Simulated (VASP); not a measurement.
# IrRh2 (P-3m1) in VASP: single point with PBE

Aim: the single point of IrRh2 with PBE.

All numbers are computed with VASP 6.6.1; they aren't measurements. Logs are shortened: lines on timing, memory, paths and dates and some standing lists are left out, and cuts for length are marked.

### 1 The cell of the first run

The structure is trigonal, space group P-3m1 (No. 164). The conventional cell has a = 2.733 Å, b = 2.733 Å, c = 13.220 Å, α = 90.00°, β = 90.00°, γ = 120.00°. Ir (site symmetry 3m) has 3 Rh at 2.72 Å and 9 Ir at 2.72 to 2.73 Å within 3.6 Å. Within 3.6 Å of Rh (site symmetry 3m) lie 9 Rh at 2.71 to 2.73 Å and 3 Ir at 2.72 Å. Rh (site symmetry 3m) has 12 Rh at 2.69 to 2.73 Å within 3.6 Å.

### 2 Single point, PBE

POSCAR reads:

```
IrRh2
1.0
    2.7334276577      0.0000000000      0.0000000000
   -1.3667138289      2.3672177909      0.0000000000
    0.0000000000      0.0000000000     13.2198980662
Ir Rh
2 4
Direct
    0.3333333333      0.6666666667      0.4163975395
    0.6666666667      0.3333333333      0.5836024605
    0.3333333333      0.6666666667      0.7507334089
    0.3333333333      0.6666666667      0.0826126454
    0.6666666667      0.3333333333      0.9173873546
    0.6666666667      0.3333333333      0.2492665911
```

INCAR.step1 reads:

```
PREC = Accurate ; ENCUT = 400
EDIFF = 1E-6 ; ISMEAR = 0
SIGMA = 0.1 ; LREAL = F
LASPH = T ; NELM = 120
ALGO = Normal ; ISIF = 2
LWAVE = F ; LCHARG = T
LMAXMIX = 4 ; GGA = PE
NBANDS = 48 ; GGA_COMPAT = F
NEDOS = 2001 ; LORBIT = 11
```

KPOINTS.step1 reads:

```
Automatic mesh
0
Gamma
  18 18 4
```

INCAR.step2 reads:

```
PREC = Accurate ; ENCUT = 400
EDIFF = 1E-6 ; ISMEAR = -5
SIGMA = 0.1 ; LREAL = F
LASPH = T ; NELM = 120
ALGO = Normal ; ISIF = 2
LWAVE = F ; LCHARG = F
LMAXMIX = 4 ; GGA = PE
LORBIT = 11 ; NBANDS = 48
NEDOS = 1001 ; ICHARG = 11
GGA_COMPAT = F
```

KPOINTS.step2 reads:

```
Automatic mesh
0
Gamma
  27 27 6
```

Potentials or basis: VASP PAW PBE potentials, release 64 (Ir, Rh_pv).

Started as:

```bash
cat potpaw_PBE.64/Ir/POTCAR potpaw_PBE.64/Rh_pv/POTCAR > POTCAR
cp INCAR.step1 INCAR
cp KPOINTS.step1 KPOINTS
mpirun -np 1 vasp_std > vasp.out
cp INCAR.step2 INCAR
cp KPOINTS.step2 KPOINTS
mpirun -np 1 vasp_std > vasp.out
```

OUTCAR:

```text
PREC = Accurate
   ENCUT = 400
   EDIFF = 1E-6
   ISMEAR = -5
   LREAL = F
   LASPH = T
   NELM = 120
   ISIF = 2
   GGA = PE
   LORBIT = 11
   ICHARG = 11

 ion  position               nearest neighbor table
   1  0.333  0.667  0.416-   6 2.72   6 2.72   6 2.72   2 2.72   2 2.72   2 2.72
   2  0.667  0.333  0.584-   3 2.72   3 2.72   3 2.72   1 2.72   1 2.72   1 2.72
   3  0.333  0.667  0.751-   5 2.71   5 2.71   5 2.71   2 2.72   2 2.72   2 2.72
   4  0.333  0.667  0.083-   5 2.69   5 2.69   5 2.69   6 2.71   6 2.71   6 2.71
   5  0.667  0.333  0.917-   4 2.69   4 2.69   4 2.69   3 2.71   3 2.71   3 2.71
   6  0.667  0.333  0.249-   4 2.71   4 2.71   4 2.71   1 2.72   1 2.72   1 2.72

  LATTYP: Found a hexagonal cell.
 ALAT       =     2.7334276577
 C/A-ratio  =     4.8363811747

  Lattice vectors:

 A1 = (   2.7334276577,   0.0000000000,   0.0000000000)
 A2 = (  -1.3667138289,   2.3672177909,   0.0000000000)
 A3 = (   0.0000000000,   0.0000000000,  13.2198980662)

Analysis of symmetry for initial positions (statically):
=====================================================================
 Subroutine PRICEL returns:
 Original cell was already a primitive cell.

 Routine SETGRP: Setting up the symmetry group for a
 hexagonal supercell.

 Subroutine GETGRP returns: Found 12 space group operations
 (whereof 12 operations were pure point group operations)
 out of a pool of 24 trial point group operations.

The static configuration has the point symmetry D_3d.

Analysis of symmetry for dynamics (positions and initial velocities):
=====================================================================
 Subroutine PRICEL returns:
 Original cell was already a primitive cell.

 Routine SETGRP: Setting up the symmetry group for a
 hexagonal supercell.

 Subroutine GETGRP returns: Found 12 space group operations
 (whereof 12 operations were pure point group operations)
 out of a pool of 24 trial point group operations.

The dynamic configuration has the point symmetry D_3d.

 Subroutine INISYM returns: Found 12 space group operations
 (whereof 12 operations are pure point group operations),
 and found     1 'primitive' translations

----------------------------------------------------------------------------------------

                                     Primitive cell

  volume of cell :      85.5409

  direct lattice vectors                    reciprocal lattice vectors
     2.733427658  0.000000000  0.000000000     0.365841034  0.211218419  0.000000000
    -1.366713829  2.367217791  0.000000000     0.000000000  0.422436839  0.000000000
     0.000000000  0.000000000 13.219898066     0.000000000  0.000000000  0.075643548

  length of vectors
     2.733427658  2.733427658 13.219898066     0.422436839  0.422436839  0.075643548

  position of ions in fractional coordinates (direct lattice)
     0.333333333  0.666666667  0.416397539
     0.666666667  0.333333333  0.583602461
     0.333333333  0.666666667  0.750733409
     0.333333333  0.666666667  0.082612645
     0.666666667  0.333333333  0.917387355
     0.666666667  0.333333333  0.249266591

  ion indices of the primitive-cell ions
   primitive index   ion index
                 1           1
                 2           2
                 3           3
                 4           4
                 5           5
                 6           6

----------------------------------------------------------------------------------------

 KPOINTS: Automatic mesh

Automatic generation of k-mesh.
 Grid dimensions read from file:
 generate k-points for:   27   27    6

 Generating k-lattice:

  Cartesian coordinates                     Fractional coordinates (reciprocal lattice)
     0.013549668  0.007822904  0.000000000     0.037037037  0.000000000  0.000000000
     0.000000000  0.015645809  0.000000000     0.000000000  0.037037037  0.000000000
     0.000000000  0.000000000  0.012607258     0.000000000  0.000000000  0.166666667

  Length of vectors
     0.015645809  0.015645809  0.012607258

  Shift w.r.t. Gamma in fractional coordinates (k-lattice)
     0.000000000  0.000000000  0.000000000

 TETIRR: Found   6434 inequivalent tetrahedra from    26244

 Subroutine IBZKPT returns following result:
 ===========================================

 Found    422 irreducible k-points:

 Following reciprocal coordinates:
            Coordinates               Weight
  0.000000  0.000000  0.000000      1.000000
  0.037037 -0.000000  0.000000      6.000000
  0.074074 -0.000000  0.000000      6.000000
  0.111111 -0.000000  0.000000      6.000000
  0.148148 -0.000000  0.000000      6.000000
  0.185185 -0.000000  0.000000      6.000000
[... 16 lines left out ...]
  0.333333  0.037037  0.000000     12.000000
  0.370370  0.037037  0.000000     12.000000
 [... further k-points ...]
   k-points           NKPTS =    422   k-points in BZ     NKDIM =    422   number of bands    NBANDS=     48
   number of dos      NEDOS =   1001   number of ions     NIONS =      6
   total plane-waves  NPLWV =  29160
   dimension x,y,z NGX =    18 NGY =   18 NGZ =   90
   dimension x,y,z NGXF=    36 NGYF=   36 NGZF=  180
   ions per type =               2   4
   NGX,Y,Z   is equivalent  to a cutoff of  10.95, 10.95, 11.32 a.u.
   NGXF,Y,Z  is equivalent  to a cutoff of  21.90, 21.90, 22.64 a.u.
 SYSTEM =  unknown system
   PREC   = accura    normal or accurate (medium, high low for compatibility)
   ISTART =      0    job   : 0-new  1-cont  2-samecut
   ICHARG =     11    charge: 1-file 2-atom 10-const
   ISPIN  =      1    spin polarized calculation?
   LNONCOLLINEAR =      F non collinear calculations
   LSORBIT =      F    spin-orbit coupling
   LASPH  =      T    aspherical Exc in radial PAW
   ENCUT  =  400.0 eV  29.40 Ry    5.42 a.u.   4.46  4.46 21.56*2*pi/ulx,y,z
   NELM   =    120;   NELMIN=  2; NELMDL=  0     # of ELM steps
   EDIFF  = 0.1E-05   stopping-criterion for ELM
   LREAL  =      F    real-space projection
   EDIFFG = 0.1E-04   stopping-criterion for IOM
   NSW    =      0    number of steps for IOM
   IBRION =     -1    ionic relax: 0-MD 1-quasi-New 2-CG
   NFREE  =      0    steps in history (QN), initial steepest desc. (CG)
   ISIF   =      2    stress and relaxation
   ISYM   =      2    0-nonsym 1-usesym 2-fastsym
   POTIM  = 0.5000    time-step for ionic-motion
   TEBEG  =    0.0;   TEEND  =   0.0 temperature during run
   PSTRESS=    0.0 pullay stress
   NELECT =      78.0000    total number of electrons
   NUPDOWN=      -1.0000    fix difference up-down
   EMIN   =  10.00;   EMAX   =-10.00  energy-range for DOS
   EFERMI =   0.00;   METHOD = LEGACY
   ISMEAR =    -5;   SIGMA  =   0.10  broadening in eV -4-tet -1-fermi 0-gaus
   EFERMI_NEDOS =   21; number of points for ismear=-14 and -15
   IALGO  =     38    algorithm
   IMIX   =      4    mixing-type and parameters
     AMIX     =   0.40;   BMIX     =  1.00
     AMIX_MAG =   1.60;   BMIX_MAG =  1.00
  volume/ion in A,a.u.               =      14.26        96.21
  Fermi-wavevector in a.u.,A,eV,Ry     =   1.587505  2.999949 34.289017  2.520172
  Thomas-Fermi vector in A             =   2.686652
   LORBIT       =     11    0 simple, 1 ext, 2 COOP (PROOUT), +10 PAW based schemes
   GGA     = PE    functional components
   LHFCALC =     F    Hartree Fock is set to
   AEXX    =    0.0000 exact exchange contribution
   IVDW    =     0    specifies the selected vdW correction
   LEPSILON=     F    determine dielectric tensor
   LRPA    =     F    only Hartree local field effects (RPA)
 non-spin polarized calculation
 Fermi weights with tetrahedron method with Bloechl corrections
  energy-cutoff  :      400.00
  volume of cell :       85.54
 maximum number of plane-waves:      1604
 NGX is ok and might be reduce to    18

 number of electron      77.9999965 magnetization

 Free energy of the ion-electron system (eV)
  ---------------------------------------------------
  ext. energy  EPLUGINS =         0.00000000
  ---------------------------------------------------
  free energy    TOTEN  =       -46.48537936 eV

  energy without entropy =      -46.48537936  energy(sigma->0) =      -46.48537936

 E-fermi :  11.0144     XC(G=0): -13.8487

 val. band max:       11.0636347353   @ k =   0.1111   0.0741   0.5000
 cond. band min:      10.9838086002   @ k =   0.3333   0.2222   0.0000
 fundamental gap:     -0.0798261352
 Fermi energy:        11.0143565199

 k-point     1 :       0.0000    0.0000    0.0000
  band No.  band energies     occupation
      1     -36.0327      2.00000
      2     -35.8881      2.00000
      3     -35.6839      2.00000
      4     -35.4943      2.00000
      5     -35.4943      2.00000
      6     -35.4871      2.00000
[... 40 lines left out ...]
     47      11.2507      0.00000
     48      11.3762      0.00000

 k-point     2 :       0.0370   -0.0000    0.0000
  band No.  band energies     occupation
      1     -36.0303      2.00000
      2     -35.8872      2.00000
      3     -35.6849      2.00000
      4     -35.5024      2.00000
      5     -35.4962      2.00000
      6     -35.4930      2.00000
[... 40 lines left out ...]
     47      11.2645      0.00000
     48      12.0534      0.00000

 k-point     3 :       0.0741   -0.0000    0.0000
  band No.  band energies     occupation
      1     -36.0234      2.00000
      2     -35.8847      2.00000
      3     -35.6881      2.00000
      4     -35.5235      2.00000
      5     -35.5097      2.00000
      6     -35.5015      2.00000
[... 40 lines left out ...]
     47      11.4475      0.00000
     48      12.8577      0.00000

 k-point     4 :       0.1111   -0.0000    0.0000
  band No.  band energies     occupation
      1     -36.0123      2.00000
      2     -35.8810      2.00000
      3     -35.6942      2.00000
      4     -35.5553      2.00000
      5     -35.5363      2.00000
      6     -35.5103      2.00000
[... 958 lines left out ...]
     47      14.0260      0.00000
     48      18.6209      0.00000

 k-point    23 :       0.3333    0.0370    0.0000
  band No.  band energies     occupation
      1     -35.9423      2.00000
      2     -35.9249      2.00000
      3     -35.8817      2.00000
      4     -35.8414      2.00000
      5     -35.7884      2.00000
      6     -35.6962      2.00000
[... 40 lines left out ...]
     47      14.3726      0.00000
     48      18.8858      0.00000

 k-point    24 :       0.3704    0.0370    0.0000
  band No.  band energies     occupation
      1     -35.9668      2.00000
      2     -35.9496      2.00000
      3     -35.9196      2.00000
      4     -35.8610      2.00000
      5     -35.7910      2.00000
      6     -35.7001      2.00000
[... 40 lines left out ...]
     47      14.6739      0.00000
     48      18.5243      0.00000

 [... further k-points ...]

------------------------ aborting loop because EDIFF is reached ----------------------------------------

  FORCE on cell =-STRESS in cart. coord.  units (eV):
  Direction    XX          YY          ZZ          XY          YZ          ZX
  --------------------------------------------------------------------------------------
  -------------------------------------------------------------------------------------
  Total       -0.2841421     -0.2841421     -0.3584968      0.0000000      0.0000000      0.0000000
  in kB       -5.3219675     -5.3219675     -6.7146271      0.0000000      0.0000000      0.0000000
  external PRESSURE =      -5.7861874 kB  Pullay stress =       0.0000000 kB

 VOLUME and BASIS-vectors are now :
 -----------------------------------------------------------------------------
  energy-cutoff  :      400.00
  volume of cell :       85.54
      direct lattice vectors                 reciprocal lattice vectors
     2.733427658  0.000000000  0.000000000     0.365841034  0.211218419  0.000000000
    -1.366713829  2.367217791  0.000000000     0.000000000  0.422436839  0.000000000
     0.000000000  0.000000000 13.219898066     0.000000000  0.000000000  0.075643548

 POSITION                                       TOTAL-FORCE (eV/Angst)
 -----------------------------------------------------------------------------------
     -0.00000      1.57815      5.50473         0.000000     -0.000000      0.012348
      1.36671      0.78907      7.71517        -0.000000      0.000000     -0.012348
     -0.00000      1.57815      9.92462        -0.000000      0.000000      0.010771
     -0.00000      1.57815      1.09213        -0.000000     -0.000000     -0.010062
      1.36671      0.78907     12.12777         0.000000      0.000000      0.010062
      1.36671      0.78907      3.29528         0.000000      0.000000     -0.010771
 -----------------------------------------------------------------------------------
    total drift:                               -0.000000      0.000000      0.000000

  FREE ENERGIE OF THE ION-ELECTRON SYSTEM (eV)
  ---------------------------------------------------
  free  energy   TOTEN  =       -46.4853793604 eV

  energy  without entropy=      -46.4853793604  energy(sigma->0) =      -46.48537936

 total charge

# of ion       s       p       d       tot
------------------------------------------
    1        0.669   0.703   6.933   8.304
    2        0.669   0.703   6.933   8.304
    3        0.391   6.293   7.078  13.762
    4        0.397   6.283   7.045  13.725
    5        0.397   6.283   7.045  13.725
    6        0.391   6.293   7.078  13.762
--------------------------------------------------
tot          2.912  26.558  42.113  71.583
```

Run time: 26 min. Hardware: 1 thread of Oxide Virtual Turin-like, shared host; peak memory 0.88 GiB.

Results:

* Valence electrons inside the program's atomic spheres: Ir 8.30; Rh 13.76, 13.72 (each value once)

Caveat: spin-orbit coupling is left out, which moves the levels of the heavy elements.
